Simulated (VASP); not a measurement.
The system is SiNi (rocksalt type).

```
Ni Si
1.0
     0.00000    2.30249    2.30249
     2.30249    0.00000    2.30249
     2.30249    2.30249    0.00000
Ni Si
1 1
Direct
  0.00000 0.00000 0.00000
  0.50000 0.50000 0.50000
```

- Program: VASP 6.6.1
- Task: relaxation of cell and atoms
- Functional: PBEsol
- Potentials or basis: VASP PAW PBE potentials, release 64 (Ni, Si)
- Cutoff: 600 eV
- k mesh: 14 × 14 × 14
- Occupations: fermi-dirac, width 0.08 eV
- Spin: no spin polarisation

At the start: pressure 9.1 GPa; volume 12.21 Å³/atom.

Q: Where does the relaxation end?

A: Over 10 steps the energy falls by 17.6 meV/atom and the volume is 12.85 Å³/atom (+5.3 %); space group Fm-3m (No. 225, to 0.05 Å).

The path:
| step | energy change (eV) | largest force (eV/Å) | pressure (GPa) | volume (Å³) |
| --- | --- | --- | --- | --- |
| 1 | 0.0000 | 0.0000 | 9.08 | 24.41 |
| 2 | -0.0092 | 0.0000 | -6.52 | 26.94 |
| 3 | -0.0353 | 0.0000 | -0.08 | 25.72 |
| 4 | -0.0353 | 0.0000 | 0.11 | 25.70 |
| 5 | -0.0353 | 0.0000 | 0.12 | 25.70 |
| 6 | -0.0353 | 0.0000 | 0.11 | 25.70 |
| 7 | -0.0353 | 0.0000 | 0.09 | 25.70 |
| 8 | -0.0353 | 0.0000 | 0.09 | 25.70 |
| 9 | -0.0353 | 0.0000 | 0.08 | 25.70 |
| 10 | -0.0353 | 0.0000 | 0.05 | 25.70 |

Final structure:
```
CELL_PARAMETERS angstrom
0.00000 2.34222 2.34222
2.34222 0.00000 2.34222
2.34222 2.34222 0.00000
ATOMIC_POSITIONS crystal
Ni 0.00000 0.00000 0.00000
Si 0.50000 0.50000 0.50000
```

Caveat: the PAW data sets were made with another functional, which shifts forces and pressure a little.
